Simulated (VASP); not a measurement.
# CsH (I4/mmm) in VASP: further runs

Runs on CsH. Level: LDA. Tasks: single point.

Everything below comes from runs of VASP 6.6.1. Logs are shortened: lines on timing, memory, paths and dates and some standing lists are left out, and cuts for length are marked.

## (1) The cell of the first run

It takes space group I4/mmm (No. 139, tetragonal). Conventional cell: a = 4.131 Å, b = 4.131 Å, c = 7.595 Å, α = 90.00°, β = 90.00°, γ = 90.00°. Cs (site symmetry 4/mmm) has 6 H at 2.92 to 3.80 Å within 3.8 Å. H (site symmetry 4/mmm) has 6 Cs at 2.92 to 3.80 Å within 3.8 Å.

## (2) Single point, LDA

INCAR

```
SYSTEM = CsH
PREC     = Accurate       ! precision mode
ENCUT    = 520            ! plane-wave cutoff, eV
EDIFF    = 1E-6           ! SCF threshold, eV
ISMEAR   = 0              ! smearing method
SIGMA    = 0.05           ! smearing width, eV
LREAL    = .FALSE.        ! projectors in reciprocal space
LASPH    = .TRUE.         ! aspherical terms in the spheres
NELM     = 80             ! most SCF steps
ALGO     = Normal         ! electronic algorithm
ISIF     = 2              ! what is computed and relaxed
LWAVE    = .FALSE.        ! write WAVECAR
LCHARG   = .FALSE.        ! write CHGCAR
GGA      = CA             ! functional
NBANDS   = 12             ! bands
```

KPOINTS

```
regular mesh
0
G
  8 8 8
  0 0 0
```

POSCAR

```
CsH
1.0
    0.0000000000      2.9210379227      3.7973492995
    2.9210379227      0.0000000000      3.7973492995
    2.9210379227      2.9210379227      0.0000000000
Cs H
1 1
Direct
    0.0000000000      0.0000000000      0.0000000000
    0.5000000000      0.5000000000      0.5000000000
```

Potentials or basis: VASP PAW LDA potentials, release 64 (Cs_sv, H).

Run with:

```console
cat potpaw_LDA.64/Cs_sv/POTCAR potpaw_LDA.64/H/POTCAR > POTCAR
mpirun -np 1 vasp_std > vasp.out
```

OUTCAR:

```text
SYSTEM = CsH
   PREC = Accurate
   ENCUT = 520
   EDIFF = 1E-6
   ISMEAR = 0
   LREAL = .FALSE.
   LASPH = .TRUE.
   NELM = 80
   ISIF = 2
   GGA = CA

 ion  position               nearest neighbor table
   1  0.000  0.000  0.000-
   2  0.500  0.500  0.500-

  LATTYP: Found a body centered tetragonal cell.
 ALAT       =     4.1309714465
 C/A-ratio  =     1.8384776311

  Lattice vectors:

 A1 = (  -2.9210379227,   0.0000000000,   3.7973492995)
 A2 = (   2.9210379227,   0.0000000000,   3.7973492995)
 A3 = (   0.0000000000,   2.9210379227,  -3.7973492995)

Analysis of symmetry for initial positions (statically):
=====================================================================
 Subroutine PRICEL returns:
 Original cell was already a primitive cell.

 Routine SETGRP: Setting up the symmetry group for a
 body centered tetragonal supercell.

 Subroutine GETGRP returns: Found 16 space group operations
 (whereof 16 operations were pure point group operations)
 out of a pool of 16 trial point group operations.

The static configuration has the point symmetry D_4h.

Analysis of symmetry for dynamics (positions and initial velocities):
=====================================================================
 Subroutine PRICEL returns:
 Original cell was already a primitive cell.

 Routine SETGRP: Setting up the symmetry group for a
 body centered tetragonal supercell.

 Subroutine GETGRP returns: Found 16 space group operations
 (whereof 16 operations were pure point group operations)
 out of a pool of 16 trial point group operations.

The dynamic configuration has the point symmetry D_4h.

 Subroutine INISYM returns: Found 16 space group operations
 (whereof 16 operations are pure point group operations),
 and found     1 'primitive' translations

----------------------------------------------------------------------------------------

                                     Primitive cell

  volume of cell :      64.8015

  direct lattice vectors                    reciprocal lattice vectors
     0.000000000  2.921037923  3.797349299    -0.171172033  0.171172033  0.131670795
     2.921037923  0.000000000  3.797349299     0.171172033 -0.171172033  0.131670795
     2.921037923  2.921037923  0.000000000     0.171172033  0.171172033 -0.131670795

  length of vectors
     4.790858404  4.790858404  4.130971446     0.275566558  0.275566558  0.275566558

  position of ions in fractional coordinates (direct lattice)
     0.000000000  0.000000000  0.000000000
     0.500000000  0.500000000  0.500000000

  ion indices of the primitive-cell ions
   primitive index   ion index
                 1           1
                 2           2

----------------------------------------------------------------------------------------

 KPOINTS: regular mesh

Automatic generation of k-mesh.
 Grid dimensions read from file:
 generate k-points for:    8    8    8

 Generating k-lattice:

  Cartesian coordinates                     Fractional coordinates (reciprocal lattice)
    -0.021396504  0.021396504  0.016458849     0.125000000  0.000000000  0.000000000
     0.021396504 -0.021396504  0.016458849     0.000000000  0.125000000  0.000000000
     0.021396504  0.021396504 -0.016458849    -0.000000000 -0.000000000  0.125000000

  Length of vectors
     0.034445820  0.034445820  0.034445820

  Shift w.r.t. Gamma in fractional coordinates (k-lattice)
     0.000000000  0.000000000  0.000000000

 Subroutine IBZKPT returns following result:
 ===========================================

 Found     59 irreducible k-points:

 Following reciprocal coordinates:
            Coordinates               Weight
  0.000000  0.000000  0.000000      1.000000
  0.125000  0.000000  0.000000      8.000000
  0.250000  0.000000  0.000000      8.000000
  0.375000  0.000000  0.000000      8.000000
  0.500000  0.000000  0.000000      4.000000
  0.125000  0.125000  0.000000      2.000000
[... 16 lines left out ...]
  0.250000  0.000000  0.125000     16.000000
  0.375000  0.000000  0.125000     16.000000
 [... further k-points ...]
   k-points           NKPTS =     59   k-points in BZ     NKDIM =     59   number of bands    NBANDS=     12
   number of dos      NEDOS =    301   number of ions     NIONS =      2
   total plane-waves  NPLWV =  41472
   dimension x,y,z NGX =    36 NGY =   36 NGZ =   32
   dimension x,y,z NGXF=    72 NGYF=   72 NGZF=   64
   ions per type =               1   1
   NGX,Y,Z   is equivalent  to a cutoff of  12.49, 12.49, 12.88 a.u.
   NGXF,Y,Z  is equivalent  to a cutoff of  24.98, 24.98, 25.76 a.u.
 SYSTEM =  CsH
   PREC   = accura    normal or accurate (medium, high low for compatibility)
   ISTART =      0    job   : 0-new  1-cont  2-samecut
   ICHARG =      2    charge: 1-file 2-atom 10-const
   ISPIN  =      1    spin polarized calculation?
   LNONCOLLINEAR =      F non collinear calculations
   LSORBIT =      F    spin-orbit coupling
   LASPH  =      T    aspherical Exc in radial PAW
   ENCUT  =  520.0 eV  38.22 Ry    6.18 a.u.   8.91  8.91  7.68*2*pi/ulx,y,z
   NELM   =     80;   NELMIN=  2; NELMDL= -5     # of ELM steps
   EDIFF  = 0.1E-05   stopping-criterion for ELM
   LREAL  =      F    real-space projection
   EDIFFG = 0.1E-04   stopping-criterion for IOM
   NSW    =      0    number of steps for IOM
   IBRION =     -1    ionic relax: 0-MD 1-quasi-New 2-CG
   NFREE  =      0    steps in history (QN), initial steepest desc. (CG)
   ISIF   =      2    stress and relaxation
   ISYM   =      2    0-nonsym 1-usesym 2-fastsym
   POTIM  = 0.5000    time-step for ionic-motion
   TEBEG  =    0.0;   TEEND  =   0.0 temperature during run
   PSTRESS=    0.0 pullay stress
   NELECT =      10.0000    total number of electrons
   NUPDOWN=      -1.0000    fix difference up-down
   EMIN   =  10.00;   EMAX   =-10.00  energy-range for DOS
   EFERMI =   0.00;   METHOD = LEGACY
   ISMEAR =     0;   SIGMA  =   0.05  broadening in eV -4-tet -1-fermi 0-gaus
   EFERMI_NEDOS =   21; number of points for ismear=-14 and -15
   IALGO  =     38    algorithm
   IMIX   =      4    mixing-type and parameters
     AMIX     =   0.40;   BMIX     =  1.00
     AMIX_MAG =   1.60;   BMIX_MAG =  1.00
  volume/ion in A,a.u.               =      32.40       218.65
  Fermi-wavevector in a.u.,A,eV,Ry     =   0.878105  1.659378 10.491026  0.771069
  Thomas-Fermi vector in A             =   1.998146
   LORBIT       =      0    0 simple, 1 ext, 2 COOP (PROOUT), +10 PAW based schemes
   GGA     = CA    functional components
   LHFCALC =     F    Hartree Fock is set to
   AEXX    =    0.0000 exact exchange contribution
   IVDW    =     0    specifies the selected vdW correction
   LEPSILON=     F    determine dielectric tensor
   LRPA    =     F    only Hartree local field effects (RPA)
 non-spin polarized calculation
 Gauss-broadening in eV      SIGMA  =   0.05
  energy-cutoff  :      520.00
  volume of cell :       64.80
 maximum number of plane-waves:      1774
   NGX = 17   NGY = 17   NGZ = 15

 number of electron      10.0000000 magnetization

 Free energy of the ion-electron system (eV)
  ---------------------------------------------------
  ext. energy  EPLUGINS =         0.00000000
  ---------------------------------------------------
  free energy    TOTEN  =        -4.75987469 eV

  energy without entropy =       -4.75987469  energy(sigma->0) =       -4.75987469

 E-fermi :   0.6137     XC(G=0):  -7.4583

 val. band max:        0.3109038910   @ k =   0.5000   0.0000   0.0000
 cond. band min:       1.9898134920   @ k =   0.5000   0.0000   0.0000
 fundamental gap:      1.6789096010
 Fermi energy:         0.6136528776

 k-point     1 :       0.0000    0.0000    0.0000
  band No.  band energies     occupation
      1     -21.3350      2.00000
      2      -8.0136      2.00000
      3      -7.6427      2.00000
      4      -7.6427      2.00000
      5      -1.7861      2.00000
      6       3.5934      0.00000
      7       4.3632      0.00000
      8       5.7952      0.00000
      9       5.7952      0.00000
     10       8.0667      0.00000
     11       8.1833      0.00000
     12       8.3937      0.00000

 k-point     2 :       0.1250    0.0000    0.0000
  band No.  band energies     occupation
      1     -21.3208      2.00000
      2      -8.0499      2.00000
      3      -7.8140      2.00000
      4      -7.6373      2.00000
      5      -1.5009      2.00000
      6       3.5728      0.00000
      7       4.4716      0.00000
      8       5.2717      0.00000
      9       5.9458      0.00000
     10       7.5594      0.00000
     11       7.7101      0.00000
     12       8.6223      0.00000

 k-point     3 :       0.2500    0.0000    0.0000
  band No.  band energies     occupation
      1     -21.2862      2.00000
      2      -8.2805      2.00000
      3      -8.0343      2.00000
      4      -7.6240      2.00000
      5      -0.8231      2.00000
      6       3.1115      0.00000
      7       4.5026      0.00000
      8       5.2055      0.00000
      9       6.1411      0.00000
     10       7.0543      0.00000
     11       7.2756      0.00000
     12       9.5919      0.00000

 k-point     4 :       0.3750    0.0000    0.0000
  band No.  band energies     occupation
      1     -21.2510      2.00000
      2      -8.6123      2.00000
      3      -8.1022      2.00000
      4      -7.6104      2.00000
      5      -0.0807      2.00000
      6       2.3740      0.00000
      7       4.2266      0.00000
      8       5.7742      0.00000
      9       5.8396      0.00000
     10       7.4934      0.00000
     11       8.1696      0.00000
     12      10.0024      0.00000

 k-point     5 :       0.5000    0.0000    0.0000
  band No.  band energies     occupation
      1     -21.2363      2.00000
      2      -8.7439      2.00000
      3      -8.1248      2.00000
      4      -7.6047      2.00000
      5       0.3109      2.00000
      6       1.9898      0.00000
      7       4.0196      0.00000
      8       5.5781      0.00000
      9       6.6049      0.00000
     10       7.9009      0.00000
     11       8.0384      0.00000
     12      10.5329      0.00000
[... 228 lines left out ...]
      1     -21.2834      2.00000
      2      -8.6186      2.00000
      3      -7.7536      2.00000
      4      -7.7536      2.00000
      5      -1.2507      2.00000
      6       3.3857      0.00000
      7       4.0417      0.00000
      8       8.2244      0.00000
      9       8.5840      0.00000
     10       8.5840      0.00000
     11       8.9419      0.00000
     12       9.2777      0.00000

 k-point    22 :       0.1250    0.0000    0.1250
  band No.  band energies     occupation
      1     -21.3105      2.00000
      2      -8.0244      2.00000
      3      -7.8507      2.00000
      4      -7.7516      2.00000
      5      -1.3297      2.00000
      6       3.7725      0.00000
      7       4.7760      0.00000
      8       5.0020      0.00000
      9       5.4302      0.00000
     10       6.4112      0.00000
     11       8.4907      0.00000
     12       9.1342      0.00000

 k-point    23 :       0.2500    0.0000    0.1250
  band No.  band energies     occupation
      1     -21.2788      2.00000
      2      -8.2084      2.00000
      3      -8.0368      2.00000
      4      -7.7562      2.00000
      5      -0.8182      2.00000
      6       3.5664      0.00000
      7       4.4326      0.00000
      8       4.9258      0.00000
      9       5.8190      0.00000
     10       6.0939      0.00000
     11       8.2568      0.00000
     12       9.9539      0.00000

 k-point    24 :       0.3750    0.0000    0.1250
  band No.  band energies     occupation
      1     -21.2439      2.00000
      2      -8.5474      2.00000
      3      -8.0896      2.00000
      4      -7.7382      2.00000
      5      -0.2718      2.00000
      6       2.7669      0.00000
      7       4.4496      0.00000
      8       4.8935      0.00000
      9       6.2517      0.00000
     10       6.9646      0.00000
     11       8.5540      0.00000
     12      10.3541      0.00000

 [... further k-points ...]
[... 5 lines left out ...]
  --------------------------------------------------------------------------------------
  -------------------------------------------------------------------------------------
  Total        0.5269701      0.5269701     -0.8535027      0.0000000      0.0000000     -0.0000000
  in kB       13.0290151     13.0290151    -21.1023361      0.0000000      0.0000000     -0.0000000
  external PRESSURE =       1.6518980 kB  Pullay stress =       0.0000000 kB

 VOLUME and BASIS-vectors are now :
 -----------------------------------------------------------------------------
  energy-cutoff  :      520.00
  volume of cell :       64.80
      direct lattice vectors                 reciprocal lattice vectors
     0.000000000  2.921037923  3.797349299    -0.171172033  0.171172033  0.131670795
     2.921037923  0.000000000  3.797349299     0.171172033 -0.171172033  0.131670795
     2.921037923  2.921037923  0.000000000     0.171172033  0.171172033 -0.131670795

 POSITION                                       TOTAL-FORCE (eV/Angst)
 -----------------------------------------------------------------------------------
      0.00000      0.00000      0.00000         0.000000      0.000000     -0.000000
      2.92104      2.92104      3.79735        -0.000000     -0.000000      0.000000
 -----------------------------------------------------------------------------------
    total drift:                               -0.000000      0.000000      0.000000

  FREE ENERGIE OF THE ION-ELECTRON SYSTEM (eV)
  ---------------------------------------------------
  free  energy   TOTEN  =        -4.7598746870 eV

  energy  without entropy=       -4.7598746870  energy(sigma->0) =       -4.75987469
```

It took 13 s on 1 thread of Intel Xeon 6975P-C (Granite Rapids), shared host; peak memory 0.19 GiB.

Results:

* Free energy: -4.7599 eV
* Pressure: 0.2 GPa
* Band gap on the k mesh: 1.68 eV, direct

Caveat: spin-orbit coupling is left out, which moves the levels of the heavy elements. A k mesh can miss the band edges.

## (3) Single point, LDA

This run uses another cell than the first one, of the same volume but with other edges.

INCAR

```
SYSTEM = CsH
PREC = Accurate ; ENCUT = 520
EDIFF = 1E-6 ; ISMEAR = 0
SIGMA = 0.05 ; LREAL = .FALSE.
LASPH = .TRUE. ; NELM = 60
ALGO = Normal ; ISIF = 2
LWAVE = .FALSE. ; LCHARG = .FALSE.
GGA = CA ; NBANDS = 12
```

KPOINTS

```
Automatic mesh
0
G
  8 8 8
  0 0 0
```

POSCAR

```
CsH
1.0
    0.0000000000      3.2778497080      3.0156217313
    3.2778497080      0.0000000000      3.0156217313
    3.2778497080      3.2778497080      0.0000000000
Cs H
1 1
Direct
    0.0000000000      0.0000000000      0.0000000000
    0.5000000000      0.5000000000      0.5000000000
```

Potentials or basis: VASP PAW LDA potentials, release 64 (Cs_sv, H).

Run with:

```console
cat potpaw_LDA.64/Cs_sv/POTCAR potpaw_LDA.64/H/POTCAR > POTCAR
mpirun -np 1 vasp_std > vasp.out
```

OUTCAR:

```text
SYSTEM = CsH
   PREC = Accurate
   ENCUT = 520
   EDIFF = 1E-6
   ISMEAR = 0
   LREAL = .FALSE.
   LASPH = .TRUE.
   NELM = 60
   ISIF = 2
   GGA = CA

 ion  position               nearest neighbor table
   1  0.000  0.000  0.000-
   2  0.500  0.500  0.500-

  LATTYP: Found a body centered tetragonal cell.
 ALAT       =     4.6355795125
 C/A-ratio  =     1.3010764774

  Lattice vectors:

 A1 = (   0.0000000000,  -3.2778497080,  -3.0156217313)
 A2 = (   0.0000000000,   3.2778497080,  -3.0156217313)
[... 537 lines left out ...]
      7       4.2799      0.00000
      8       5.2937      0.00000
      9       6.4097      0.00000
     10       7.0693      0.00000
     11       7.8458      0.00000
     12      10.6048      0.00000

 [... further k-points ...]
[... 5 lines left out ...]
  --------------------------------------------------------------------------------------
  -------------------------------------------------------------------------------------
  Total       -0.6717172     -0.6717172      0.0596992      0.0000000     -0.0000000      0.0000000
  in kB      -16.6078011    -16.6078011      1.4760258      0.0000000     -0.0000000      0.0000000
  external PRESSURE =     -10.5798588 kB  Pullay stress =       0.0000000 kB

 VOLUME and BASIS-vectors are now :
 -----------------------------------------------------------------------------
  energy-cutoff  :      520.00
  volume of cell :       64.80
      direct lattice vectors                 reciprocal lattice vectors
     0.000000000  3.277849708  3.015621731    -0.152539025  0.152539025  0.165803289
     3.277849708  0.000000000  3.015621731     0.152539025 -0.152539025  0.165803289
     3.277849708  3.277849708  0.000000000     0.152539025  0.152539025 -0.165803289

 POSITION                                       TOTAL-FORCE (eV/Angst)
 -----------------------------------------------------------------------------------
      0.00000      0.00000      0.00000         0.000000      0.000000      0.000000
      3.27785      3.27785      3.01562         0.000000      0.000000     -0.000000
 -----------------------------------------------------------------------------------
    total drift:                               -0.000000      0.000000      0.000000

  FREE ENERGIE OF THE ION-ELECTRON SYSTEM (eV)
  ---------------------------------------------------
  free  energy   TOTEN  =        -4.8725527775 eV

  energy  without entropy=       -4.8725527775  energy(sigma->0) =       -4.87255278
```

It took 14 s on 1 thread of Intel Xeon 6975P-C (Granite Rapids), shared host; peak memory 0.19 GiB.

What came out:

```
Free energy            : -4.8726 eV
Pressure               : -1.1 GPa
Band gap on the k mesh : 1.90 eV, direct
```

Caveat: spin-orbit coupling is left out, which moves the levels of the heavy elements. A k mesh can miss the band edges.
